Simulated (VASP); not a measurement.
A run of VASP 6.6.1:

File INCAR:

```
SYSTEM = CdS4
PREC = Accurate
ENCUT = 630
EDIFF = 1E-6
ISMEAR = 0
SIGMA = 0.1
LREAL = .False.
LASPH = .True.
NELM = 120
ALGO = Normal
ISIF = 2
LWAVE = .False.
LCHARG = .False.
GGA = PE
NBANDS = 30
GGA_COMPAT = .False.
```

Contents of KPOINTS:

```
Automatic mesh
0
Gamma
  8 8 8
  0 0 0
```

The input POSCAR:

```
CdS4
1.0
    4.8392421692      0.0000000000      0.0000000000
    0.0000000000      4.8392421692      0.0000000000
    0.0000000000      0.0000000000      4.9894594476
Cd S
1 4
Direct
    0.0000000000      0.0000000000      0.5000000000
    0.0000000000      0.5000000000      0.1982887845
    0.5000000000      0.0000000000      0.1982887845
    0.0000000000      0.5000000000      0.8017112155
    0.5000000000      0.0000000000      0.8017112155
```

Potentials or basis: VASP PAW PBE potentials, release 64 (Cd_sv_GW, S).

Run with:

```console
$ cat potpaw_PBE.64/Cd_sv_GW/POTCAR potpaw_PBE.64/S/POTCAR > POTCAR
$ mpirun -np 1 vasp_std > vasp.out
```

Hardware: 1 thread of Intel(R) Xeon(R) Platinum 8259CL CPU @ 2.50GHz (Skylake/Cascade Lake) (shared host).

Estimate the wall time of this run.

Run time: 4.5 min on 1 thread of Intel(R) Xeon(R) Platinum 8259CL CPU @ 2.50GHz (Skylake/Cascade Lake) (shared host), peak memory 0.48 GiB. Counts: scf iterations 14, k points 75.
